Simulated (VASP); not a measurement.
# HoAuF4 (P-4) in VASP: single point with PBE

Aim: the single point of HoAuF4 with PBE.

Program: VASP 6.6.1. These are calculated values, not measurements. Logs are shortened: lines on timing, memory, paths and dates and some standing lists are left out, and cuts for length are marked.

## Step 1: The cell of the first run

It takes space group P-4 (No. 81, tetragonal). Conventional cell: a = 5.586 Å, b = 5.586 Å, c = 3.277 Å, α = 90.00°, β = 90.00°, γ = 90.00°. Within 2.8 Å of Ho (site symmetry -4) lie 8 F at 2.09 to 2.75 Å. Within 3.3 Å of Au (site symmetry -4) lie 8 F at 2.49 to 3.07 Å and 2 Au at 3.28 Å. Within 2.8 Å of F (site symmetry 1) lie 2 Ho at 2.09 to 2.75 Å and 1 Au at 2.49 Å and 2 F at 2.64 Å.

The cell was built from a structure type or drawn by symmetry, and may not be a known phase.

## Step 2: Single point, PBE

Input file INCAR:

```
PREC     = Accurate       # precision mode
ENCUT    = 600            # plane-wave cutoff, eV
EDIFF    = 1E-6           # SCF threshold, eV
ISMEAR   = 0              # smearing method
SIGMA    = 0.15           # smearing width, eV
LREAL    = False          # projectors in reciprocal space
LASPH    = True           # aspherical terms in the spheres
NELM     = 200            # most SCF steps
ALGO     = Normal         # electronic algorithm
ISIF     = 2              # what is computed and relaxed
LWAVE    = False          # write WAVECAR
LCHARG   = False          # write CHGCAR
GGA      = PE             # functional
NBANDS   = 33             # bands
GGA_COMPAT= False        
LMAXMIX  = 6              # l up to which the mixer works
```

Input file KPOINTS:

```
regular mesh
0
Gamma
  3 3 3
```

Input file POSCAR:

```
HoAuF4
1.0
    5.5860451642      0.0000000000      0.0000000000
    0.0000000000      5.5860451642      0.0000000000
    0.0000000000      0.0000000000      3.2768071907
Ho Au F
1 1 4
Direct
    0.0000000000      0.0000000000      0.0000000000
    0.5000000000      0.5000000000      0.0000000000
    0.7853855215      0.2255848336      0.6483542660
    0.2146144785      0.7744151664      0.6483542660
    0.2255848336      0.2146144785      0.3516457340
    0.7744151664      0.7853855215      0.3516457340
```

Potentials or basis: VASP PAW PBE potentials, release 64 (Ho_3, Au, F), 4f in core.

On the command line:

```
> cat potpaw_PBE.64/Ho_3/POTCAR potpaw_PBE.64/Au/POTCAR potpaw_PBE.64/F/POTCAR > POTCAR
> mpirun -np 1 vasp_std > vasp.out
```

OUTCAR:

```text
PREC = Accurate
   ENCUT = 600
   EDIFF = 1E-6
   ISMEAR = 0
   LREAL = False
   LASPH = True
   NELM = 200
   ISIF = 2
   GGA = PE

 ion  position               nearest neighbor table
   1  0.000  0.000  0.000-   3 2.09   4 2.09   5 2.09   6 2.09   3 2.75   4 2.75   5 2.75   6 2.75

   2  0.500  0.500  0.000-   3 2.49   4 2.49   5 2.49   6 2.49
   3  0.785  0.226  0.648-   1 2.09   2 2.49   1 2.75
   4  0.215  0.774  0.648-   1 2.09   2 2.49   1 2.75
   5  0.226  0.215  0.352-   1 2.09   2 2.49   1 2.75
   6  0.774  0.785  0.352-   1 2.09   2 2.49   1 2.75

  LATTYP: Found a simple tetragonal cell.
 ALAT       =     5.5860451642
 C/A-ratio  =     0.5866059250

  Lattice vectors:

 A1 = (   5.5860451642,   0.0000000000,   0.0000000000)
 A2 = (   0.0000000000,   5.5860451642,   0.0000000000)
 A3 = (   0.0000000000,   0.0000000000,   3.2768071907)

Analysis of symmetry for initial positions (statically):
=====================================================================
 Subroutine PRICEL returns:
 Original cell was already a primitive cell.

 Routine SETGRP: Setting up the symmetry group for a
 simple tetragonal supercell.

 Subroutine GETGRP returns: Found  4 space group operations
 (whereof  4 operations were pure point group operations)
 out of a pool of 16 trial point group operations.

The static configuration has the point symmetry S_4 .

Analysis of symmetry for dynamics (positions and initial velocities):
=====================================================================
 Subroutine PRICEL returns:
 Original cell was already a primitive cell.

 Routine SETGRP: Setting up the symmetry group for a
 simple tetragonal supercell.

 Subroutine GETGRP returns: Found  4 space group operations
 (whereof  4 operations were pure point group operations)
 out of a pool of 16 trial point group operations.

The dynamic configuration has the point symmetry S_4 .

 Subroutine INISYM returns: Found  4 space group operations
 (whereof  4 operations are pure point group operations),
 and found     1 'primitive' translations

----------------------------------------------------------------------------------------

                                     Primitive cell

  volume of cell :     102.2492

  direct lattice vectors                    reciprocal lattice vectors
     5.586045164  0.000000000  0.000000000     0.179017529  0.000000000  0.000000000
     0.000000000  5.586045164  0.000000000     0.000000000  0.179017529  0.000000000
     0.000000000  0.000000000  3.276807191     0.000000000  0.000000000  0.305175112

  length of vectors
     5.586045164  5.586045164  3.276807191     0.179017529  0.179017529  0.305175112

  position of ions in fractional coordinates (direct lattice)
     0.000000000  0.000000000  0.000000000
     0.500000000  0.500000000  0.000000000
     0.785385521  0.225584834  0.648354266
     0.214614479  0.774415166  0.648354266
     0.225584834  0.214614479  0.351645734
     0.774415166  0.785385521  0.351645734

  ion indices of the primitive-cell ions
   primitive index   ion index
                 1           1
                 2           2
                 3           3
                 4           4
                 5           5
                 6           6

----------------------------------------------------------------------------------------

 KPOINTS: regular mesh

Automatic generation of k-mesh.
 Grid dimensions read from file:
 generate k-points for:    3    3    3

 Generating k-lattice:

  Cartesian coordinates                     Fractional coordinates (reciprocal lattice)
     0.059672510  0.000000000  0.000000000     0.333333333  0.000000000  0.000000000
     0.000000000  0.059672510  0.000000000     0.000000000  0.333333333  0.000000000
     0.000000000  0.000000000  0.101725037     0.000000000  0.000000000  0.333333333

  Length of vectors
     0.059672510  0.059672510  0.101725037

  Shift w.r.t. Gamma in fractional coordinates (k-lattice)
     0.000000000  0.000000000  0.000000000

 Subroutine IBZKPT returns following result:
 ===========================================

 Found      6 irreducible k-points:

 Following reciprocal coordinates:
            Coordinates               Weight
  0.000000  0.000000  0.000000      1.000000
  0.333333  0.000000  0.000000      4.000000
  0.333333  0.333333  0.000000      4.000000
  0.000000  0.000000  0.333333      2.000000
  0.333333  0.000000  0.333333      8.000000
  0.333333  0.333333  0.333333      8.000000
   k-points           NKPTS =      6   k-points in BZ     NKDIM =      6   number of bands    NBANDS=     33
   number of dos      NEDOS =    301   number of ions     NIONS =      6
   total plane-waves  NPLWV =  64512
   dimension x,y,z NGX =    48 NGY =   48 NGZ =   28
   dimension x,y,z NGXF=    96 NGYF=   96 NGZF=   56
   ions per type =               1   1   4
   NGX,Y,Z   is equivalent  to a cutoff of  14.29, 14.29, 14.21 a.u.
   NGXF,Y,Z  is equivalent  to a cutoff of  28.57, 28.57, 28.41 a.u.
 SYSTEM =  unknown system
   PREC   = accura    normal or accurate (medium, high low for compatibility)
   ISTART =      0    job   : 0-new  1-cont  2-samecut
   ICHARG =      2    charge: 1-file 2-atom 10-const
   ISPIN  =      1    spin polarized calculation?
   LNONCOLLINEAR =      F non collinear calculations
   LSORBIT =      F    spin-orbit coupling
   LASPH  =      T    aspherical Exc in radial PAW
   ENCUT  =  600.0 eV  44.10 Ry    6.64 a.u.  11.16 11.16  6.54*2*pi/ulx,y,z
   NELM   =    200;   NELMIN=  2; NELMDL= -5     # of ELM steps
   EDIFF  = 0.1E-05   stopping-criterion for ELM
   LREAL  =      F    real-space projection
   EDIFFG = 0.1E-04   stopping-criterion for IOM
   NSW    =      0    number of steps for IOM
   IBRION =     -1    ionic relax: 0-MD 1-quasi-New 2-CG
   NFREE  =      0    steps in history (QN), initial steepest desc. (CG)
   ISIF   =      2    stress and relaxation
   ISYM   =      2    0-nonsym 1-usesym 2-fastsym
   POTIM  = 0.5000    time-step for ionic-motion
   TEBEG  =    0.0;   TEEND  =   0.0 temperature during run
   PSTRESS=    0.0 pullay stress
   NELECT =      48.0000    total number of electrons
   NUPDOWN=      -1.0000    fix difference up-down
   EMIN   =  10.00;   EMAX   =-10.00  energy-range for DOS
   EFERMI =   0.00;   METHOD = LEGACY
   ISMEAR =     0;   SIGMA  =   0.15  broadening in eV -4-tet -1-fermi 0-gaus
   EFERMI_NEDOS =   21; number of points for ismear=-14 and -15
   IALGO  =     38    algorithm
   IMIX   =      4    mixing-type and parameters
     AMIX     =   0.40;   BMIX     =  1.00
     AMIX_MAG =   1.60;   BMIX_MAG =  1.00
  volume/ion in A,a.u.               =      17.04       115.00
  Fermi-wavevector in a.u.,A,eV,Ry     =   1.272336  2.404367 22.025658  1.618840
  Thomas-Fermi vector in A             =   2.405220
   LORBIT       =      0    0 simple, 1 ext, 2 COOP (PROOUT), +10 PAW based schemes
   GGA     = PE    functional components
   LHFCALC =     F    Hartree Fock is set to
   AEXX    =    0.0000 exact exchange contribution
   IVDW    =     0    specifies the selected vdW correction
   LEPSILON=     F    determine dielectric tensor
   LRPA    =     F    only Hartree local field effects (RPA)
 non-spin polarized calculation
 Gauss-broadening in eV      SIGMA  =   0.15
  energy-cutoff  :      600.00
  volume of cell :      102.25
 maximum number of plane-waves:      3438
 NGX is ok and might be reduce to    48
   NGX = 23   NGY = 23   NGZ = 13

 number of electron      47.9999977 magnetization

 Free energy of the ion-electron system (eV)
  ---------------------------------------------------
  ext. energy  EPLUGINS =         0.00000000
  ---------------------------------------------------
  free energy    TOTEN  =       -30.40147700 eV

  energy without entropy =      -30.40147674  energy(sigma->0) =      -30.40147687

 E-fermi :   0.5686     XC(G=0):  -9.1362

 val. band max:        0.0480368416   @ k =   0.0000   0.0000   0.0000
 cond. band min:       1.0463903553   @ k =   0.0000   0.0000   0.0000
 fundamental gap:      0.9983535137
 Fermi energy:         0.5685512802

 k-point     1 :       0.0000    0.0000    0.0000
  band No.  band energies     occupation
      1     -23.5219      2.00000
      2     -23.5219      2.00000
      3     -22.8594      2.00000
      4     -22.0128      2.00000
      5     -20.5590      2.00000
      6     -20.0871      2.00000
[... 25 lines left out ...]
     32       9.1257      0.00000
     33       9.1257      0.00000

 k-point     2 :       0.3333    0.0000    0.0000
  band No.  band energies     occupation
      1     -23.5362      2.00000
      2     -23.5168      2.00000
      3     -22.8646      2.00000
      4     -21.9801      2.00000
      5     -20.5712      2.00000
      6     -20.1087      2.00000
[... 25 lines left out ...]
     32       9.6443      0.00000
     33       9.9305      0.00000

 k-point     3 :       0.3333    0.3333    0.0000
  band No.  band energies     occupation
      1     -23.5288      2.00000
      2     -23.5264      2.00000
      3     -22.8728      2.00000
      4     -21.9562      2.00000
      5     -20.5907      2.00000
      6     -20.0920      2.00000
[... 25 lines left out ...]
     32       8.4702      0.00000
     33       9.6425      0.00000

 k-point     4 :       0.0000    0.0000    0.3333
  band No.  band energies     occupation
      1     -23.6861      2.00000
      2     -23.2687      2.00000
      3     -23.2687      2.00000
      4     -21.5973      2.00000
      5     -20.4031      2.00000
      6     -20.3681      2.00000
[... 25 lines left out ...]
     32       9.5183      0.00000
     33      10.1909      0.00000

 k-point     5 :       0.3333    0.0000    0.3333
  band No.  band energies     occupation
      1     -23.6807      2.00000
      2     -23.2777      2.00000
      3     -23.2655      2.00000
      4     -21.6014      2.00000
      5     -20.3987      2.00000
      6     -20.3797      2.00000
[... 25 lines left out ...]
     32       9.3857      0.00000
     33      10.3119      0.00000

 k-point     6 :       0.3333    0.3333    0.3333
  band No.  band energies     occupation
      1     -23.6763      2.00000
      2     -23.2733      2.00000
      3     -23.2721      2.00000
      4     -21.6099      2.00000
      5     -20.3937      2.00000
      6     -20.3708      2.00000
[... 25 lines left out ...]
     32       8.8717      0.00000
     33       9.3509      0.00000

------------------------ aborting loop because EDIFF is reached ----------------------------------------

  FORCE on cell =-STRESS in cart. coord.  units (eV):
  Direction    XX          YY          ZZ          XY          YZ          ZX
  --------------------------------------------------------------------------------------
  -------------------------------------------------------------------------------------
  Total        0.6439903      0.6439903      0.1958034      0.0000000      0.0000000      0.0000000
  in kB       10.0909048     10.0909048      3.0681110      0.0000001      0.0000000      0.0000000
  external PRESSURE =       7.7499736 kB  Pullay stress =       0.0000000 kB

 VOLUME and BASIS-vectors are now :
 -----------------------------------------------------------------------------
  energy-cutoff  :      600.00
  volume of cell :      102.25
      direct lattice vectors                 reciprocal lattice vectors
     5.586045164  0.000000000  0.000000000     0.179017529  0.000000000  0.000000000
     0.000000000  5.586045164  0.000000000     0.000000000  0.179017529  0.000000000
     0.000000000  0.000000000  3.276807191     0.000000000  0.000000000  0.305175112

 POSITION                                       TOTAL-FORCE (eV/Angst)
 -----------------------------------------------------------------------------------
      0.00000      0.00000      0.00000        -0.000000      0.000000      0.000000
      2.79302      2.79302      0.00000         0.000000      0.000000      0.000000
      4.38720      1.26013      2.12453        -0.148186      0.150863     -0.159395
      1.19885      4.32592      2.12453         0.148186     -0.150863     -0.159395
      1.26013      1.19885      1.15228         0.150863      0.148186      0.159395
      4.32592      4.38720      1.15228        -0.150863     -0.148186      0.159395
 -----------------------------------------------------------------------------------
    total drift:                               -0.000000     -0.000000     -0.000000

  FREE ENERGIE OF THE ION-ELECTRON SYSTEM (eV)
  ---------------------------------------------------
  free  energy   TOTEN  =       -30.4014770032 eV

  energy  without entropy=      -30.4014767426  energy(sigma->0) =      -30.40147687
```

It took 41 s on 1 thread of Intel Xeon Platinum 8259CL at 2.50GHz (Skylake/Cascade Lake), shared host; peak memory 0.25 GiB.

What came out:

```
Free energy            : -30.4015 eV
Pressure               : 0.8 GPa
Largest force          : 0.265 eV/Å
Band gap on the k mesh : 1.00 eV
```

Forces in eV/Å, atoms in the order of the input:
```
Ho   0.000  0.000  0.000
Au   0.000  0.000  0.000
F   -0.148  0.151 -0.159
F    0.148 -0.151 -0.159
F    0.151  0.148  0.159
F   -0.151 -0.148  0.159
```

Levels at points of the mesh, in eV from the valence-band top:
```
           k point  band 21  band 22  band 23  band 24  band 25  band 26  band 27  band 28
(0.00, 0.00, 0.00)    -0.60    -0.15    -0.15     0.00     1.00     4.56     6.71     7.49
```

Caveat: the k points lie up to 0.64 Å⁻¹ apart; spin-orbit coupling is left out, which moves the levels of the heavy elements; the 4f electrons are frozen in the core, so they carry no moment and show no levels. Spin polarisation is off, so any magnetic state and its effect on volume and gap are missing.
